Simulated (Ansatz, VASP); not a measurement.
## AlP: VASP beside Ansatz

INCAR

```
ALGO = Normal
EDIFF = 1E-6
ENCUT = 500
GGA = PE
GGA_COMPAT = False
ISIF = 2
ISMEAR = 0
LASPH = True
LCHARG = False
LREAL = False
LWAVE = False
NBANDS = 11
NELM = 120
PREC = Accurate
SIGMA = 0.02
```

The input KPOINTS:

```
k-points
0
Gamma
  8 8 8
```

Contents of POSCAR:

```
AlP
1.0
    0.0000000000      2.7534005654      2.7534005654
    2.7534005654      0.0000000000      2.7534005654
    2.7534005654      2.7534005654      0.0000000000
Al P
1 1
Direct
    0.0000000000      0.0000000000      0.0000000000
    0.7500000000      0.7500000000      0.7500000000
```

Input for Ansatz:

```yaml
crystal:
  lattice:
    - [0.0, 2.7534005803, 2.7534005803]
    - [2.7534005803, 0.0, 2.7534005803]
    - [2.7534005803, 2.7534005803, 0.0]
  atoms:
    - { symbol: Al, position: [0.0, 0.0, 0.0] }
    - { symbol: P, position: [0.75, 0.75, 0.75] }
basis:
  ecutwfc: 420
kpoints:
  mp_grid: { grid: [8, 8, 8] }
  band_path: { path: [VBM, CBM], npoints: 2 }
hamiltonian:
  xc: pbe
scf:
  occupations: { method: gaussian, width: 0.02 }
output:
  forces: true
  stress: true
  eigenvalues: true
```

Alike in both runs: task single point; functional PBE; k mesh 8 × 8 × 8; occupations gaussian, width 0.02 eV; no spin polarisation.

|  | VASP | Ansatz |
| --- | --- | --- |
| version | VASP 6.6.1 | Ansatz 0.2.0 |
| potentials or method | VASP PAW PBE potentials, release 64 (Al, P), cutoff 500 eV | scalar-relativistic, plane waves, PAW |
| valence electrons in the cell | 8 | 8 |

|  | VASP | Ansatz | Ansatz less VASP |
| --- | --- | --- | --- |
| gap on the k mesh at the Fermi level (eV) | 1.63 | 1.63 | +0.002 |
| least direct gap on the mesh (eV) | 3.09 | 3.09 | +0.002 |
| pressure (GPa) | 0.0 | 0.0 | +0.09 |

The functional is the same, so the differences come from potentials, cutoffs and numerics.
